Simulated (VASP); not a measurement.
A run of VASP 6.6.1 is set up as follows.

File INCAR:

```
ALGO = Normal
EDIFF = 1E-6
ENCUT = 520
GGA = PE
ISIF = 2
ISMEAR = -1
LASPH = True
LCHARG = False
LREAL = False
LWAVE = False
NBANDS = 11
NELM = 60
PREC = Accurate
SIGMA = 0.02
```

KPOINTS

```
k-points
0
Gamma
  10 10 10
```

Contents of POSCAR:

```
AlN
1.0
    0.0000000000      2.0974813560      2.2683174736
    2.0974813560      0.0000000000      2.2683174736
    2.0974813560      2.0974813560      0.0000000000
Al N
1 1
Direct
    0.0000000000      0.0000000000      0.0000000000
    0.2500000000      0.2500000000      0.2500000000
```

Potentials or basis: VASP PAW PBE potentials, release 64 (Al, N).

Launch:

```sh
$ cat potpaw_PBE.64/Al/POTCAR potpaw_PBE.64/N/POTCAR > POTCAR
$ mpirun -np 1 vasp_std > vasp.out
```

Question: Estimate the band gap on the k mesh.

Answer: 3.07 eV, indirect (least direct gap 4.41 eV).

Question: Predict the pressure.

Answer: 13.9 GPa.

Stress tensor (GPa, compression positive):
```
18.26  0.00  0.00
 0.00 18.26  0.00
 0.00  0.00  5.30
```

Caveat: the cell differs from its parent crystal (epitaxial xy strain -4.0%). A k mesh can miss the band edges.
